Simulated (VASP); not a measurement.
A run of VASP 6.6.1 is set up as follows.

File POSCAR:

```
AlSn
1.0
    4.0029839123      0.0000000000      0.0000000000
   -2.0014919561      3.4666857590      0.0000000000
    0.0000000000      0.0000000000      3.5172907346
Sn Al
1 1
Direct
    0.3333333333      0.6666666667      0.5000000000
    0.0000000000      0.0000000000      0.0000000000
```

File INCAR.step1:

```
SYSTEM = AlSn
PREC = Accurate
ENCUT = 520
EDIFF = 1E-5
ISMEAR = -1
SIGMA = 0.05
LREAL = .False.
LASPH = .True.
NELM = 60
ALGO = Normal
ISIF = 2
LWAVE = .True.
LCHARG = .False.
NBANDS = 16
GGA = PE
```

The input INCAR.step2:

```
SYSTEM = AlSn
PREC = Accurate
ENCUT = 520
EDIFF = 1E-6
ISMEAR = -1
SIGMA = 0.05
LREAL = .False.
LASPH = .True.
NELM = 60
ALGO = Normal
ISIF = 2
LWAVE = .False.
LCHARG = .False.
GGA = PE
LHFCALC = .True.
AEXX = 0.25
HFSCREEN = 0.3
PRECFOCK = Normal
NBANDS = 16
ISTART = 1
```

File KPOINTS:

```
Automatic mesh
0
Gamma
  4 4 4
  0 0 0
```

Potentials or basis: VASP PAW PBE potentials, release 64 (Sn_d, Al).

Command:

```sh
$ cat potpaw_PBE.64/Sn_d/POTCAR potpaw_PBE.64/Al/POTCAR > POTCAR
$ cp INCAR.step1 INCAR
$ mpirun -np 1 vasp_std > vasp.out
$ cp INCAR.step2 INCAR
$ mpirun -np 1 vasp_std > vasp.out
```

Task: Estimate the band gap on the k mesh.

Result: Zero (an odd number of electrons rules out a gap without spin polarisation).

Task: Estimate the pressure.

Result: 0.0 GPa.

Stress tensor (GPa, compression positive):
```
-0.05  0.00  0.00
 0.00 -0.05  0.00
 0.00  0.00  0.03
```

Caveat: the k points lie up to 0.45 Å⁻¹ apart, too coarse for converged energies and pressures of a metal; the PAW data sets were made with another functional, which shifts forces and pressure a little; spin-orbit coupling is left out, which moves the levels of the heavy elements.
